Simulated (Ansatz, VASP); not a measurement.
**Two plane-wave programs on Sn**

File INCAR:

```
SYSTEM = Sn
  PREC = Accurate
  ENCUT = 520
  EDIFF = 1E-7
  ISMEAR = 0
  SIGMA = 0.1
  LREAL = .FALSE.
  LASPH = .TRUE.
  NELM = 80
  ALGO = Fast
  ISIF = 2
  LWAVE = .FALSE.
  LCHARG = .FALSE.
  GGA = PE
  NBANDS = 13
```

The input KPOINTS:

```
regular mesh
0
G
  16 16 16
  0 0 0
```

Contents of POSCAR:

```
Sn
1.0
   -1.6661791966      1.7134738769      2.2565935637
    1.6661791966     -1.7134738769      2.2565935637
    1.6661791966      1.7134738769     -2.2565935637
Sn
1
Direct
    0.0000000000      0.0000000000      0.0000000000
```

Input for Ansatz:

```yaml
crystal:
  lattice:
    - [-1.6661791966, 1.7134738769, 2.2565935637]
    - [1.6661791966, -1.7134738769, 2.2565935637]
    - [1.6661791966, 1.7134738769, -2.2565935637]
  atoms:
    - { symbol: Sn, position: [0.0, 0.0, 0.0] }
basis:
  ecutwfc: 420
kpoints:
  mp_grid: { grid: [16, 16, 16] }
hamiltonian:
  xc: pbe
scf:
  occupations: { method: gaussian, width: 0.1 }
output:
  forces: true
  stress: true
  eigenvalues: true
```

Alike in both runs: task single point; functional PBE; k mesh 16 × 16 × 16; occupations gaussian, width 0.1 eV; no spin polarisation.

```csv
,VASP,Ansatz
version,VASP 6.6.1,Ansatz 0.2.0
potentials or method,"VASP PAW PBE potentials, release 64 (Sn_d), cutoff 520 eV","scalar-relativistic, plane waves, PAW"
valence electrons in the cell,14,14
```

```csv
,VASP,Ansatz,Ansatz less VASP
gap on the k mesh at the Fermi level (eV),none,none,-
pressure (GPa),4.6,4.7,+0.06
"traceless stress, the component that is largest in VASP (GPa)",0.62,0.62,-0.002
```

A gap of «none» marks a metal or a gap that the smearing closes. The functional is the same, so the differences come from potentials, cutoffs and numerics.
